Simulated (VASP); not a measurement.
Set up this calculation in VASP 6.6.1, as the native input.

```
Task                   : single point
Functional             : PBE
Potentials or basis    : VASP PAW PBE potentials, release 64 (Cd)
Cutoff                 : 520 eV
k mesh                 : 10 × 10 × 10
Occupations            : fermi-dirac, width 0.05 eV
Spin                   : no spin polarisation
Dipole correction      : no
Further INCAR settings : ALGO = Normal; EDIFF = 1e-06; NBANDS = 19
```

The structure of Cd lies in POSCAR:

```
Cd
1.0
    3.6039047669      0.0000000000      0.0000000000
    0.0000000000      3.6039047669      0.0000000000
    0.0000000000      0.0000000000      3.6039047669
Cd
2
Direct
    0.0000000000      0.0000000000      0.0000000000
    0.5000000000      0.5000000000      0.5000000000
```

One way to write it, as run:

INCAR

```
PREC     = Accurate       # precision mode
ENCUT    = 520            # plane-wave cutoff, eV
EDIFF    = 1E-6           # SCF threshold, eV
ISMEAR   = -1             # smearing method
SIGMA    = 0.05           # smearing width, eV
LREAL    = F              # projectors in reciprocal space
LASPH    = T              # aspherical terms in the spheres
NELM     = 60             # most SCF steps
ALGO     = Normal         # electronic algorithm
ISIF     = 2              # what is computed and relaxed
LWAVE    = F              # write WAVECAR
LCHARG   = F              # write CHGCAR
GGA      = PE             # functional
NBANDS   = 19             # bands
```

KPOINTS

```
regular mesh
0
Gamma
  10 10 10
```

Potentials or basis: VASP PAW PBE potentials, release 64 (Cd).

Command:

```sh
$ cat potpaw_PBE.64/Cd/POTCAR > POTCAR
$ mpirun -np 1 vasp_std > vasp.out
```

It gave:

| Item | Value |
| --- | --- |
| Pressure | 0.3 GPa |
| Band gap on the k mesh | zero (band 12 reaches 5.80 eV, above the bottom of band 13 at 1.39 eV) |

It took 64 s on 1 thread of AMD EPYC 7R43 64-Core Processor (Zen 3), on a shared host, peak memory 0.14 GiB.
